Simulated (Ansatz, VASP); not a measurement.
Two plane-wave programs on S

```
S
1.0
     0.00000   -5.47627    0.00000
     0.00000    0.00000   -2.96025
    11.20255    0.00000    0.00000
S
8
Direct
  0.12267 0.50000 0.30667
  0.12267 0.50000 0.79551
  0.87733 0.50000 0.91544
  0.87733 0.50000 0.42660
  0.37733 0.00000 0.06225
  0.37733 0.00000 0.55109
  0.62267 0.00000 0.18217
  0.62267 0.00000 0.67102
```

Alike in both runs: task single point; functional PBE; dispersion D3(BJ); k mesh 9 × 16 × 5; occupations gaussian, width 0.15 eV; no spin polarisation.

```csv
,VASP,Ansatz
version,VASP 6.6.1,Ansatz 0.2.0
potentials or method,"VASP PAW PBE potentials, release 64 (S), cutoff 520 eV","scalar-relativistic, plane waves, PAW"
valence electrons in the cell,48,48
```

|  | VASP | Ansatz | Ansatz less VASP |
| --- | --- | --- | --- |
| gap on the k mesh at the Fermi level (eV) | none | none | - |
| pressure (GPa) | -0.7 | -0.1 | +0.60 |
| traceless stress, the component that is largest in VASP (GPa) | 1.05 | 0.54 | -0.514 |
| rms of the force components (eV/Å) | 0.135 | 0.029 | -0.1062 |

Atom by atom the forces differ by 0.140 eV/Å (rms over components). A gap of «none» marks a metal or a gap that the smearing closes. One of these differences is far larger than is usual between the two programs; its cause wasn't traced.
